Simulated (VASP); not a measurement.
Set up this calculation in VASP 6.6.1, as the native input.

| Quantity | Value |
| --- | --- |
| Task | single point |
| Functional | PBEsol |
| Dispersion | D3(BJ) |
| Potentials or basis | VASP PAW PBE potentials, release 64 (C) |
| Cutoff | 520 eV |
| k mesh | 21 × 21 × 8 |
| Occupations | gaussian, width 0.15 eV |
| Spin | no spin polarisation |
| Dipole correction | no |
| Further INCAR settings | ALGO = Normal; EDIFF = 1e-06; NBANDS = 16 |

The structure of C lies in POSCAR:

```
C
1.0
    2.6360423826      0.0000000000      0.0000000000
   -1.3180211913      2.2828796688      0.0000000000
    0.0000000000      0.0000000000      6.4076918237
C
4
Direct
    0.0000000000      0.0000000000      0.0025000000
    0.0000000000      0.0000000000      0.5025000000
    0.3333333333      0.6666666667      0.0025000000
    0.6666666667      0.3333333333      0.5025000000
```

These files were run (other wordings do the same):

INCAR

```
SYSTEM = C
PREC = Accurate ; ENCUT = 520
EDIFF = 1E-6 ; ISMEAR = 0
SIGMA = 0.15 ; LREAL = .FALSE.
LASPH = .TRUE. ; NELM = 80
ALGO = Normal ; ISIF = 2
LWAVE = .FALSE. ; LCHARG = .FALSE.
GGA = PS ; IVDW = 12
NBANDS = 16
```

KPOINTS

```
regular mesh
0
G
  21 21 8
  0 0 0
```

Potentials or basis: VASP PAW PBE potentials, release 64 (C).

The run is started by

```bash
$ cat potpaw_PBE.64/C/POTCAR > POTCAR
$ mpirun -np 1 vasp_std > vasp.out
```

Results of the run:

```yaml
Pressure: -45.3 GPa
Band_gap_on_the_k_mesh: zero (bands 8 and 9 overlap by 0.06 eV)
Dispersion_energy_per_atom: -0.106 eV
```

Caveat: the cell stands under tension; the PAW data sets were made with another functional, which shifts forces and pressure a little.

Run time: 2.2 min on 1 thread of Intel Xeon 8259CL (shared host), peak memory 0.24 GiB.
